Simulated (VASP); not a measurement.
# Al (R-3m) in VASP: further runs, part 2 of 2

VASP 6.6.1. The steps go on from the part before.

### Step 3. Single point, PBE

This run uses another cell than the first one, of the same volume but with other edges.

File INCAR:

```
SYSTEM = Al
ALGO = Fast
EDIFF = 1E-7
ENCUT = 520
GGA = PE
ISIF = 2
ISMEAR = 0
LASPH = .TRUE.
LCHARG = .TRUE.
LELF = .TRUE.
LREAL = .FALSE.
LVHAR = .TRUE.
LWAVE = .FALSE.
NBANDS = 8
NELM = 80
PREC = Accurate
SIGMA = 0.15
```

File KPOINTS:

```
k-points
0
G
  24 24 24
  0 0 0
```

File POSCAR:

```
Al
1.0
   -1.2250919225      1.6129588632      1.6129588632
    1.6129588632     -1.2250919225      1.6129588632
    1.6129588632      1.6129588632     -1.2250919225
Al
1
Direct
    0.0000000000      0.0000000000      0.0000000000
```

Potentials or basis: VASP PAW PBE potentials, release 64 (Al).

Command:

```sh
> cat potpaw_PBE.64/Al/POTCAR > POTCAR
> mpirun -np 1 vasp_std > vasp.out
```

OUTCAR:

```text
SYSTEM = Al
   EDIFF = 1E-7
   ENCUT = 520
   GGA = PE
   ISIF = 2
   ISMEAR = 0
   LASPH = .TRUE.
   LREAL = .FALSE.
   NELM = 80
   PREC = Accurate

 ion  position               nearest neighbor table
   1  0.000  0.000  0.000-

  LATTYP: Found a trigonal (rhomboedric) cell.
 ALAT       =     2.5892320883
 COS(alpha) =    -0.2014297013

  Lattice vectors:

 A1 = (  -1.2250919225,   1.6129588632,   1.6129588632)
[... 444 lines left out ...]
      7      28.6841      0.00000
      8      31.3183      0.00000

 [... further k-points ...]

------------------------ aborting loop because EDIFF is reached ----------------------------------------

  FORCE on cell =-STRESS in cart. coord.  units (eV):
  Direction    XX          YY          ZZ          XY          YZ          ZX
  --------------------------------------------------------------------------------------
  -------------------------------------------------------------------------------------
  Total        1.3261673      1.3261673      1.3261673     -0.4973371     -0.4973371     -0.4973371
  in kB      131.8436758    131.8436758    131.8436758    -49.4438006    -49.4438006    -49.4438006
  external PRESSURE =     131.8436758 kB  Pullay stress =       0.0000000 kB

 VOLUME and BASIS-vectors are now :
 -----------------------------------------------------------------------------
  energy-cutoff  :      520.00
  volume of cell :       16.12
      direct lattice vectors                 reciprocal lattice vectors
    -1.225091923  1.612958863  1.612958863    -0.068305130  0.284049382  0.284049382
     1.612958863 -1.225091923  1.612958863     0.284049382 -0.068305130  0.284049382
     1.612958863  1.612958863 -1.225091923     0.284049382  0.284049382 -0.068305130

 POSITION                                       TOTAL-FORCE (eV/Angst)
 -----------------------------------------------------------------------------------
      0.00000      0.00000      0.00000        -0.000000      0.000000     -0.000000
 -----------------------------------------------------------------------------------
    total drift:                                0.000000     -0.000000     -0.000000

  FREE ENERGIE OF THE ION-ELECTRON SYSTEM (eV)
  ---------------------------------------------------
  free  energy   TOTEN  =        -3.3949977770 eV

  energy  without entropy=       -3.3903342307  energy(sigma->0) =       -3.39266600
```

OSZICAR:

```text
N       E                     dE             d eps       ncg     rms          rms(c)
DAV:   1    -0.195555303776E+01   -0.19556E+01   -0.86641E+02 21088   0.204E+02
DAV:   2    -0.340393623547E+01   -0.14484E+01   -0.14130E+01 29080   0.190E+01
DAV:   3    -0.341155966068E+01   -0.76234E-02   -0.76172E-02 26632   0.152E+00
DAV:   4    -0.341157929893E+01   -0.19638E-04   -0.19638E-04 31552   0.661E-02
DAV:   5    -0.341157936279E+01   -0.63859E-07   -0.64016E-07 27048   0.228E-03    0.137E+00
RMM:   6    -0.340180590447E+01    0.97735E-02   -0.48040E-04 21048   0.125E-01    0.811E-01
RMM:   7    -0.339498077854E+01    0.68251E-02   -0.16210E-03 23359   0.224E-01    0.112E-01
RMM:   8    -0.339499637045E+01   -0.15592E-04   -0.14452E-04 23386   0.733E-02    0.139E-02
RMM:   9    -0.339499801829E+01   -0.16478E-05   -0.19074E-05 24444   0.272E-02    0.176E-02
RMM:  10    -0.339499723339E+01    0.78490E-06   -0.49661E-06 24755   0.132E-02    0.491E-02
RMM:  11    -0.339499783725E+01   -0.60386E-06   -0.84652E-07 24460   0.552E-03    0.114E-02
RMM:  12    -0.339499777702E+01    0.60229E-07   -0.27870E-07 22530   0.299E-03
   1 F= -.33949978E+01 E0= -.33926660E+01  d E =-.466355E-02
```

stdout:

```text
POSCAR found type information on POSCAR Al
 POSCAR found :  1 types and       1 ions
 scaLAPACK will be used
 LDA part: xc-table for (Slater+PW92), standard interpolation
 POSCAR, INCAR and KPOINTS ok, starting setup
 FFT: planning ... GRIDC
 FFT: planning ... GRID_SOFT
 FFT: planning ... GRID
 WAVECAR not read
 entering main loop
```

Run time: 2.7 min. Hardware: 1 thread of AMD EPYC 7R13, shared host; peak memory 0.22 GiB.

Results:

| Quantity | Value |
| --- | --- |
| Free energy | -3.3950 eV |
| Pressure | 13.2 GPa |

Stress tensor (GPa, compression positive):
```
13.18 -4.94 -4.94
-4.94 13.18 -4.94
-4.94 -4.94 13.18
```

Levels at points of the mesh, in eV from the Fermi level:
```tsv
k point	band 1	band 2	band 3	band 4	band 5	band 6
(0.00, 0.00, 0.00)	-11.23	9.72	9.72	11.22	12.32	12.32
(0.50, 0.00, 0.00)	-5.38	-5.09	9.63	11.59	12.39	14.03
(0.50, 0.50, 0.00)	-3.00	-1.58	2.68	4.23	14.90	14.91
(0.50, 0.50, 0.50)	1.78	1.78	3.63	3.63	4.29	6.48
```

### Step 4. Single point, PBE

This run uses another cell than the first one, of the same volume but with other edges.

File INCAR:

```
SYSTEM = Al
PREC = Accurate
ENCUT = 520
EDIFF = 1E-6
ISMEAR = 0
SIGMA = 0.15
LREAL = .FALSE.
LASPH = .TRUE.
NELM = 60
ALGO = Fast
ISIF = 2
LWAVE = .FALSE.
LCHARG = .FALSE.
GGA = PE
NBANDS = 8
```

File KPOINTS:

```
regular mesh
0
G
  24 24 24
  0 0 0
```

File POSCAR:

```
Al
1.0
   -1.3975678426      1.5972203916      1.5972203916
    1.5972203916     -1.3975678426      1.5972203916
    1.5972203916      1.5972203916     -1.3975678426
Al
1
Direct
    0.0000000000      0.0000000000      0.0000000000
```

Command:

```sh
> cat potpaw_PBE.64/Al/POTCAR > POTCAR
> mpirun -np 1 vasp_std > vasp.out
```

Run time: 2 min. Hardware: 1 thread of AMD EPYC 7R13, shared host; peak memory 0.21 GiB.

Results (log left out):

| Quantity | Value |
| --- | --- |
| Free energy | -3.5550 eV |
| Pressure | 7.3 GPa |

Stress tensor (GPa, compression positive):
```
 7.28 -4.43 -4.43
-4.43  7.28 -4.43
-4.43 -4.43  7.28
```

Levels at points of the mesh, in eV from the Fermi level:
```csv
k point,band 1,band 2,band 3,band 4,band 5
"(0.00, 0.00, 0.00)",-11.25,11.39,11.39,12.51,14.00
"(0.50, 0.00, 0.00)",-4.84,-4.82,8.86,9.87,11.11
"(0.50, 0.50, 0.00)",-3.73,-2.66,5.21,6.37,12.26
"(0.50, 0.50, 0.50)",1.62,1.62,3.17,3.17,3.20
```

### Step 5. Single point, PBE

This run uses another cell than the first one, of the same volume but with other edges.

File INCAR:

```
ALGO     = Fast           # electronic algorithm
EDIFF    = 1E-6           # SCF threshold, eV
ENCUT    = 520            # plane-wave cutoff, eV
GGA      = PE             # functional
ISIF     = 2              # what is computed and relaxed
ISMEAR   = 0              # smearing method
LASPH    = True           # aspherical terms in the spheres
LCHARG   = False          # write CHGCAR
LREAL    = False          # projectors in reciprocal space
LWAVE    = False          # write WAVECAR
NBANDS   = 8              # bands
NELM     = 100            # most SCF steps
PREC     = Accurate       # precision mode
SIGMA    = 0.15           # smearing width, eV
```

File KPOINTS:

```
k-points
0
Gamma
  24 24 24
```

File POSCAR:

```
Al
1.0
   -1.0221629741      1.6443491322      1.6443491322
    1.6443491322     -1.0221629741      1.6443491322
    1.6443491322      1.6443491322     -1.0221629741
Al
1
Direct
    0.0000000000      0.0000000000      0.0000000000
```

Command:

```sh
> cat potpaw_PBE.64/Al/POTCAR > POTCAR
> mpirun -np 1 vasp_std > vasp.out
```

Wall time 2.3 min (1 thread of AMD EPYC 7R13, shared host); peak memory 0.21 GiB.

It converged, with:

```yaml
Free_energy: -3.2311 eV
Pressure: 18.7 GPa
```

Stress tensor (GPa, compression positive):
```
18.65 -3.39 -3.39
-3.39 18.65 -3.39
-3.39 -3.39 18.65
```

Levels at points of the mesh, in eV from the Fermi level:
| k point | band 1 | band 2 | band 3 | band 4 | band 5 | band 6 |
| --- | --- | --- | --- | --- | --- | --- |
| (0.00, 0.00, 0.00) | -11.10 | 8.69 | 8.69 | 10.69 | 11.20 | 11.20 |
| (0.50, 0.00, 0.00) | -5.63 | -5.14 | 10.86 | 13.96 | 14.33 | 15.12 |
| (0.50, 0.50, 0.00) | -1.87 | -0.26 | 0.58 | 2.40 | 17.66 | 18.13 |
| (0.50, 0.50, 0.50) | 2.53 | 2.53 | 4.56 | 4.56 | 4.95 | 6.77 |

### Step 6. The runs side by side

```csv
cell,further INCAR settings,gap on the mesh (eV),pressure (GPa)
"a = 3.003 Å, angles 114.3°, 1 atom",ALGO = Fast; EDIFF = 1e-06; NBANDS = 8,none,24.9
"a = 2.589 Å, angles 101.6°, 1 atom",ALGO = Fast; EDIFF = 1e-07; NBANDS = 8,none,13.2
"a = 2.656 Å, angles 105.7°, 1 atom",ALGO = Fast; EDIFF = 1e-06; NBANDS = 8,none,7.3
"a = 2.540 Å, angles 95.9°, 1 atom",ALGO = Fast; EDIFF = 1e-06; NBANDS = 8,none,18.7
```

Alike in all rows: task single point; level PBE; potentials or basis VASP PAW PBE potentials, release 64 (Al); no spin polarisation; k mesh 24 × 24 × 24; cutoff (eV) 520; smearing gaussian 0.15 eV.

Absolute energies hang on the potentials; compare differences alone.
